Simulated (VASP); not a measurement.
# Sr2SnN2 (I4/mmm) in VASP: further runs

Sr2SnN2 is run at these levels: PBE; tasks: single point.

Program: VASP 6.6.1. These are calculated values, not measurements. Logs are shortened: lines on timing, memory, paths and dates and some standing lists are left out, and cuts for length are marked.

## (1) The cell of the first run

Symmetry: I4/mmm, No. 139, tetragonal system. Conventional cell: a = 3.855 Å, b = 3.855 Å, c = 13.788 Å, α = 90.00°, β = 90.00°, γ = 90.00°. Within 2.8 Å of Sn (site symmetry 4/mmm) lie 2 N at 2.10 Å. Within 3.7 Å of Sr (site symmetry 4mm) lie 5 N at 2.58 to 2.73 Å and 4 Sn at 3.51 Å and 4 Sr at 3.68 Å. N (site symmetry 4mm) has 1 Sn at 2.10 Å and 5 Sr at 2.58 to 2.73 Å within 2.8 Å.

## (2) Single point, PBE

Input file INCAR:

```
SYSTEM = Sr2SnN2
  ALGO = Normal
  EDIFF = 1E-6
  ENCUT = 520
  GGA = PE
  ISIF = 2
  ISMEAR = -1
  LASPH = .True.
  LCHARG = .False.
  LREAL = .False.
  LWAVE = .False.
  NBANDS = 30
  NELM = 60
  PREC = Accurate
  SIGMA = 0.05
```

Input file KPOINTS:

```
k-points
0
Gamma
  10 10 10
  0 0 0
```

Input file POSCAR:

```
Sr2SnN2
1.0
   -1.9273312500      1.9273312500      6.8941880000
    1.9273312500     -1.9273312500      6.8941880000
    1.9273312500      1.9273312500     -6.8941880000
Sn Sr N
1 2 2
Direct
    0.5000000000      0.5000000000      0.0000000000
    0.8398615000      0.8398615000      0.0000000000
    0.1601385000      0.1601385000      0.0000000000
    0.3475330000      0.3475330000      0.0000000000
    0.6524670000      0.6524670000      0.0000000000
```

Potentials or basis: VASP PAW PBE potentials, release 64 (Sn_d, Sr_sv, N).

The run is started by

```bash
cat potpaw_PBE.64/Sn_d/POTCAR potpaw_PBE.64/Sr_sv/POTCAR potpaw_PBE.64/N/POTCAR > POTCAR
mpirun -np 1 vasp_std > vasp.out
```

OUTCAR:

```text
SYSTEM = Sr2SnN2
   EDIFF = 1E-6
   ENCUT = 520
   GGA = PE
   ISIF = 2
   ISMEAR = -1
   LASPH = .True.
   LREAL = .False.
   NELM = 60
   PREC = Accurate

 ion  position               nearest neighbor table
   1  0.500  0.500  0.000-   4 2.10   5 2.10   3 3.51   2 3.51   3 3.51   3 3.51   3 3.51   2 3.51
                             2 3.51   2 3.51
   2  0.840  0.840  0.000-   5 2.58   4 2.73   4 2.73   4 2.73   4 2.73   1 3.51   1 3.51   1 3.51
                             1 3.51   3 3.68   3 3.68   3 3.68   3 3.68   3 4.42
   3  0.160  0.160  0.000-   4 2.58   5 2.73   5 2.73   5 2.73   5 2.73   1 3.51   1 3.51   1 3.51
                             1 3.51   2 3.68   2 3.68   2 3.68   2 3.68   2 4.42
   4  0.348  0.348  0.000-   1 2.10   3 2.58   2 2.73   2 2.73   2 2.73   2 2.73
   5  0.652  0.652  0.000-   1 2.10   2 2.58   3 2.73   3 2.73   3 2.73   3 2.73

  LATTYP: Found a body centered tetragonal cell.
 ALAT       =     3.8546625000
 C/A-ratio  =     3.5770643993

  Lattice vectors:

 A1 = (  -1.9273312500,   1.9273312500,   6.8941880000)
 A2 = (   1.9273312500,  -1.9273312500,   6.8941880000)
 A3 = (   1.9273312500,   1.9273312500,  -6.8941880000)

Analysis of symmetry for initial positions (statically):
=====================================================================
 Subroutine PRICEL returns:
 Original cell was already a primitive cell.

 Routine SETGRP: Setting up the symmetry group for a
 body centered tetragonal supercell.

 Subroutine GETGRP returns: Found 16 space group operations
 (whereof 16 operations were pure point group operations)
 out of a pool of 16 trial point group operations.

The static configuration has the point symmetry D_4h.

Analysis of symmetry for dynamics (positions and initial velocities):
=====================================================================
 Subroutine PRICEL returns:
 Original cell was already a primitive cell.

 Routine SETGRP: Setting up the symmetry group for a
 body centered tetragonal supercell.

 Subroutine GETGRP returns: Found 16 space group operations
 (whereof 16 operations were pure point group operations)
 out of a pool of 16 trial point group operations.

The dynamic configuration has the point symmetry D_4h.

 Subroutine INISYM returns: Found 16 space group operations
 (whereof 16 operations are pure point group operations),
 and found     1 'primitive' translations

----------------------------------------------------------------------------------------

                                     Primitive cell

  volume of cell :     102.4368

  direct lattice vectors                    reciprocal lattice vectors
    -1.927331250  1.927331250  6.894188000     0.000000000  0.259426085  0.072524857
     1.927331250 -1.927331250  6.894188000     0.259426085  0.000000000  0.072524857
     1.927331250  1.927331250 -6.894188000     0.259426085  0.259426085  0.000000000

  length of vectors
     7.413436428  7.413436428  7.413436428     0.269372880  0.269372880  0.366883887

  position of ions in fractional coordinates (direct lattice)
     0.500000000  0.500000000  0.000000000
     0.839861500  0.839861500  0.000000000
     0.160138500  0.160138500  0.000000000
     0.347533000  0.347533000  0.000000000
     0.652467000  0.652467000  0.000000000

  ion indices of the primitive-cell ions
   primitive index   ion index
                 1           1
                 2           2
                 3           3
                 4           4
                 5           5

----------------------------------------------------------------------------------------

 KPOINTS: k-points

Automatic generation of k-mesh.
 Grid dimensions read from file:
 generate k-points for:   10   10   10

 Generating k-lattice:

  Cartesian coordinates                     Fractional coordinates (reciprocal lattice)
     0.000000000  0.025942608  0.007252486     0.100000000 -0.000000000  0.000000000
     0.025942608  0.000000000  0.007252486    -0.000000000  0.100000000  0.000000000
     0.025942608  0.025942608  0.000000000     0.000000000  0.000000000  0.100000000

  Length of vectors
     0.026937288  0.026937288  0.036688389

  Shift w.r.t. Gamma in fractional coordinates (k-lattice)
     0.000000000  0.000000000  0.000000000

 Subroutine IBZKPT returns following result:
 ===========================================

 Found    102 irreducible k-points:

 Following reciprocal coordinates:
            Coordinates               Weight
  0.000000  0.000000  0.000000      1.000000
  0.100000  0.000000 -0.000000      8.000000
  0.200000  0.000000 -0.000000      8.000000
  0.300000  0.000000 -0.000000      8.000000
  0.400000  0.000000 -0.000000      8.000000
  0.500000  0.000000 -0.000000      4.000000
[... 16 lines left out ...]
  0.300000  0.300000  0.000000      8.000000
  0.400000  0.300000 -0.000000     16.000000
 [... further k-points ...]
   k-points           NKPTS =    102   k-points in BZ     NKDIM =    102   number of bands    NBANDS=     30
   number of dos      NEDOS =    301   number of ions     NIONS =      5
   total plane-waves  NPLWV = 175616
   dimension x,y,z NGX =    56 NGY =   56 NGZ =   56
   dimension x,y,z NGXF=   112 NGYF=  112 NGZF=  112
   ions per type =               1   2   2
   NGX,Y,Z   is equivalent  to a cutoff of  12.56, 12.56, 12.56 a.u.
   NGXF,Y,Z  is equivalent  to a cutoff of  25.12, 25.12, 25.12 a.u.
 SYSTEM =  Sr2SnN2
   PREC   = accura    normal or accurate (medium, high low for compatibility)
   ISTART =      0    job   : 0-new  1-cont  2-samecut
   ICHARG =      2    charge: 1-file 2-atom 10-const
   ISPIN  =      1    spin polarized calculation?
   LNONCOLLINEAR =      F non collinear calculations
   LSORBIT =      F    spin-orbit coupling
   LASPH  =      T    aspherical Exc in radial PAW
   ENCUT  =  520.0 eV  38.22 Ry    6.18 a.u.  13.78 13.78 13.78*2*pi/ulx,y,z
   NELM   =     60;   NELMIN=  2; NELMDL= -5     # of ELM steps
   EDIFF  = 0.1E-05   stopping-criterion for ELM
   LREAL  =      F    real-space projection
   EDIFFG = 0.1E-04   stopping-criterion for IOM
   NSW    =      0    number of steps for IOM
   IBRION =     -1    ionic relax: 0-MD 1-quasi-New 2-CG
   NFREE  =      0    steps in history (QN), initial steepest desc. (CG)
   ISIF   =      2    stress and relaxation
   ISYM   =      2    0-nonsym 1-usesym 2-fastsym
   POTIM  = 0.5000    time-step for ionic-motion
   TEBEG  =    0.0;   TEEND  =   0.0 temperature during run
   PSTRESS=    0.0 pullay stress
   NELECT =      44.0000    total number of electrons
   NUPDOWN=      -1.0000    fix difference up-down
   EMIN   =  10.00;   EMAX   =-10.00  energy-range for DOS
   EFERMI =   0.00;   METHOD = LEGACY
   ISMEAR =    -1;   SIGMA  =   0.05  broadening in eV -4-tet -1-fermi 0-gaus
   EFERMI_NEDOS =   21; number of points for ismear=-14 and -15
   IALGO  =     38    algorithm
   IMIX   =      4    mixing-type and parameters
     AMIX     =   0.40;   BMIX     =  1.00
     AMIX_MAG =   1.60;   BMIX_MAG =  1.00
  volume/ion in A,a.u.               =      20.49       138.26
  Fermi-wavevector in a.u.,A,eV,Ry     =   1.235209  2.334207 20.758970  1.525741
  Thomas-Fermi vector in A             =   2.369868
   LORBIT       =      0    0 simple, 1 ext, 2 COOP (PROOUT), +10 PAW based schemes
   GGA     = PE    functional components
   LHFCALC =     F    Hartree Fock is set to
   AEXX    =    0.0000 exact exchange contribution
   IVDW    =     0    specifies the selected vdW correction
   LEPSILON=     F    determine dielectric tensor
   LRPA    =     F    only Hartree local field effects (RPA)
 non-spin polarized calculation
  energy-cutoff  :      520.00
  volume of cell :      102.44
 maximum number of plane-waves:      2778
   NGX = 27   NGY = 27   NGZ = 27

 number of electron      43.9999998 magnetization

 Free energy of the ion-electron system (eV)
  ---------------------------------------------------
  ext. energy  EPLUGINS =         0.00000000
  ---------------------------------------------------
  free energy    TOTEN  =       -25.87263754 eV

  energy without entropy =      -25.86396653  energy(sigma->0) =      -25.86830204

 E-fermi :   4.4780     XC(G=0):  -9.8801

 val. band max:        4.4578688000   @ k =  -0.4000  -0.4000   0.3000
 cond. band min:       4.4816669917   @ k =   0.5000   0.5000   0.3000
 fundamental gap:      0.0237981918
 Fermi energy:         4.4780399629

 k-point     1 :       0.0000    0.0000    0.0000
  band No.  band energies     occupation
      1     -29.9237      2.00000
      2     -29.8497      2.00000
      3     -17.1354      2.00000
      4     -17.1210      2.00000
      5     -17.1072      2.00000
      6     -16.9436      2.00000
[... 22 lines left out ...]
     29       9.1681      0.00000
     30       9.1681      0.00000

 k-point     2 :       0.1000    0.0000   -0.0000
  band No.  band energies     occupation
      1     -29.9198      2.00000
      2     -29.8494      2.00000
      3     -17.1327      2.00000
      4     -17.1202      2.00000
      5     -17.1083      2.00000
      6     -16.9447      2.00000
[... 22 lines left out ...]
     29       9.2129      0.00000
     30       9.2741      0.00000

 k-point     3 :       0.2000    0.0000   -0.0000
  band No.  band energies     occupation
      1     -29.9090      2.00000
      2     -29.8491      2.00000
      3     -17.1278      2.00000
      4     -17.1163      2.00000
      5     -17.1114      2.00000
      6     -16.9478      2.00000
[... 22 lines left out ...]
     29       9.5707      0.00000
     30       9.6903      0.00000

 k-point     4 :       0.3000    0.0000   -0.0000
  band No.  band energies     occupation
      1     -29.8940      2.00000
      2     -29.8505      2.00000
      3     -17.1255      2.00000
      4     -17.1151      2.00000
      5     -17.1076      2.00000
      6     -16.9517      2.00000
[... 616 lines left out ...]
     29       9.5104      0.00000
     30       9.9548      0.00000

 k-point    23 :       0.3000    0.3000    0.0000
  band No.  band energies     occupation
      1     -29.8707      2.00000
      2     -29.8462      2.00000
      3     -17.1240      2.00000
      4     -17.1105      2.00000
      5     -17.0965      2.00000
      6     -16.9522      2.00000
[... 22 lines left out ...]
     29       9.8241      0.00000
     30      10.9701      0.00000

 k-point    24 :       0.4000    0.3000   -0.0000
  band No.  band energies     occupation
      1     -29.8593      2.00000
      2     -29.8471      2.00000
      3     -17.1273      2.00000
      4     -17.1087      2.00000
      5     -17.0883      2.00000
      6     -16.9552      2.00000
[... 22 lines left out ...]
     29      10.3898      0.00000
     30      11.4848      0.00000

 [... further k-points ...]

------------------------ aborting loop because EDIFF is reached ----------------------------------------

  FORCE on cell =-STRESS in cart. coord.  units (eV):
  Direction    XX          YY          ZZ          XY          YZ          ZX
  --------------------------------------------------------------------------------------
  -------------------------------------------------------------------------------------
  Total       -0.2078809     -0.2078809     -0.4704420      0.0000000      0.0000000      0.0000000
  in kB       -3.2513917     -3.2513917     -7.3580183      0.0000000      0.0000000      0.0000000
  external PRESSURE =      -4.6202672 kB  Pullay stress =       0.0000000 kB

 VOLUME and BASIS-vectors are now :
 -----------------------------------------------------------------------------
  energy-cutoff  :      520.00
  volume of cell :      102.44
      direct lattice vectors                 reciprocal lattice vectors
    -1.927331250  1.927331250  6.894188000     0.000000000  0.259426085  0.072524857
     1.927331250 -1.927331250  6.894188000     0.259426085  0.000000000  0.072524857
     1.927331250  1.927331250 -6.894188000     0.259426085  0.259426085  0.000000000

 POSITION                                       TOTAL-FORCE (eV/Angst)
 -----------------------------------------------------------------------------------
      0.00000      0.00000      6.89419        -0.000000     -0.000000      0.000000
      0.00000      0.00000     11.58033        -0.000000     -0.000000      0.022442
      0.00000      0.00000      2.20805         0.000000      0.000000     -0.022442
      0.00000      0.00000      4.79192         0.000000      0.000000      0.031132
      0.00000      0.00000      8.99646        -0.000000     -0.000000     -0.031132
 -----------------------------------------------------------------------------------
    total drift:                               -0.000000     -0.000000     -0.000000

  FREE ENERGIE OF THE ION-ELECTRON SYSTEM (eV)
  ---------------------------------------------------
  free  energy   TOTEN  =       -25.8726375446 eV

  energy  without entropy=      -25.8639665288  energy(sigma->0) =      -25.86830204
```

It took 23 min on 1 thread of Intel Xeon 8259CL, shared host; peak memory 0.63 GiB.

Results:

```
Free energy            : -25.8726 eV
Pressure               : -0.5 GPa
Largest force          : 0.031 eV/Å
Band gap on the k mesh : zero (bands 22 and 23 overlap by 0.24 eV)
```

Forces on the atoms (eV/Å):
```
Sn   0.000  0.000  0.000
Sr   0.000  0.000  0.022
Sr   0.000  0.000 -0.022
N    0.000  0.000  0.031
N    0.000  0.000 -0.031
```

Stress tensor (GPa, compression positive):
```
-0.33  0.00  0.00
 0.00 -0.33  0.00
 0.00  0.00 -0.74
```

Caveat: spin-orbit coupling is left out, which moves the levels of the heavy elements.

## (3) Single point, PBE

This run uses another cell than the first one, of 20.90 Å³/atom.

Input file INCAR:

```
PREC = Accurate
ENCUT = 520
EDIFF = 1E-6
ISMEAR = -1
SIGMA = 0.05
LREAL = False
LASPH = True
NELM = 60
ALGO = Normal
ISIF = 2
LWAVE = False
LCHARG = False
GGA = PE
NBANDS = 30
```

Input file KPOINTS:

```
Automatic mesh
0
Gamma
  10 10 10
```

POSCAR, as its differences from that of step 2:

```diff
@@ -2,5 +2,5 @@
 1.0
-   -1.9273312500      1.9273312500      6.8941880000
-    1.9273312500     -1.9273312500      6.8941880000
-    1.9273312500      1.9273312500     -6.8941880000
+   -1.9400954051      1.9400954051      6.9398462048
+    1.9400954051     -1.9400954051      6.9398462048
+    1.9400954051      1.9400954051     -6.9398462048
 Sn Sr N
```

Potentials or basis: VASP PAW PBE potentials, release 64 (Sn_d, Sr_sv, N).

The run is started by

```bash
cat potpaw_PBE.64/Sn_d/POTCAR potpaw_PBE.64/Sr_sv/POTCAR potpaw_PBE.64/N/POTCAR > POTCAR
mpirun -np 1 vasp_std > vasp.out
```

It took 18 min on 1 thread of Intel Xeon 8259CL, shared host; peak memory 0.61 GiB.

Results (log left out):

| Item | Value |
| --- | --- |
| Free energy | -25.8588 eV |
| Pressure | -1.8 GPa |
| Largest force | 0.110 eV/Å |
| Band gap on the k mesh | zero (bands 22 and 23 overlap by 0.20 eV) |

Forces on the atoms (eV/Å):
```
Sn   0.000  0.000  0.000
Sr   0.000  0.000  0.004
Sr   0.000  0.000 -0.004
N    0.000  0.000  0.110
N    0.000  0.000 -0.110
```

Stress tensor (GPa, compression positive):
```
-1.45  0.00  0.00
 0.00 -1.45  0.00
 0.00  0.00 -2.49
```

Levels at points of the mesh, in eV from the Fermi level:
```tsv
k point	band 19	band 20	band 21	band 22	band 23	band 24	band 25	band 26
(0.00, 0.00, 0.00)	-1.49	-1.31	-0.97	-0.97	1.79	2.73	2.88	2.88
(0.50, 0.00, 0.00)	-2.77	-2.22	-1.84	-0.93	0.33	3.95	4.29	4.45
(0.50, 0.50, 0.00)	-2.78	-1.59	-1.42	-0.57	0.46	0.89	2.32	2.44
(0.50, 0.50, 0.50)	-1.42	-0.94	-0.94	0.10	1.54	2.07	2.07	2.44
```

Caveat: spin-orbit coupling is left out, which moves the levels of the heavy elements.
